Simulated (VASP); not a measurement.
Write the native input for VASP 6.6.1 that does the following.

- Task: single point
- Functional: LDA
- Potentials or basis: VASP PAW LDA potentials, release 64 (Zn, S)
- Cutoff: 520 eV
- k mesh: 6 × 6 × 6
- Occupations: gaussian, width 0.05 eV
- Spin: no spin polarisation
- Dipole correction: no
- Further INCAR settings: ALGO = Normal; EDIFF = 1e-06; NBANDS = 46

The structure of ZnS lies in POSCAR:

```
ZnS
1.0
    5.4093000000      0.0000000000      0.0000000000
    0.0000000000     -5.4093000000      0.0000000000
    0.0000000000      0.0000000000     -5.4093000000
Zn S
4 4
Direct
   -0.0235922484      0.5113782637      0.5480690199
    0.4994894207     -0.0048514185      0.4828351640
    0.5276133233      0.4916188268     -0.0107460999
   -0.0168384391     -0.0119993889      0.0155522977
    0.7682276354      0.7989395638      0.7814299306
    0.2483946214      0.2238981265      0.7458777967
    0.2053486614      0.7296921477      0.1839744860
    0.7913570253      0.2613238789      0.2530074050
```

This cell differs from its parent crystal: atoms moved at random.

The input as run:

INCAR

```
ALGO = Normal
EDIFF = 1E-6
ENCUT = 520
ISIF = 2
ISMEAR = 0
LASPH = True
LCHARG = False
LREAL = False
LWAVE = False
NBANDS = 46
NELM = 100
PREC = Accurate
SIGMA = 0.05
```

KPOINTS

```
k-points
0
Gamma
  6 6 6
```

Potentials or basis: VASP PAW LDA potentials, release 64 (Zn, S).

Launch:

```bash
$ cat potpaw_LDA.64/Zn/POTCAR potpaw_LDA.64/S/POTCAR > POTCAR
$ mpirun -np 1 vasp_std > vasp.out
```

Results of the run:

| Quantity | Value |
| --- | --- |
| Pressure | -1.3 GPa |
| Largest force | 5.365 eV/Å |
| Band gap on the k mesh | 1.46 eV |

Caveat: the cell differs from its parent crystal (atoms moved at random); forces of over 1 eV/Å act on the atoms, so gaps and moduli don't describe the material at rest.

Wall time 9.8 min on 1 thread of Oxide Virtual Turin-like Processor (shared host), peak memory 0.59 GiB.
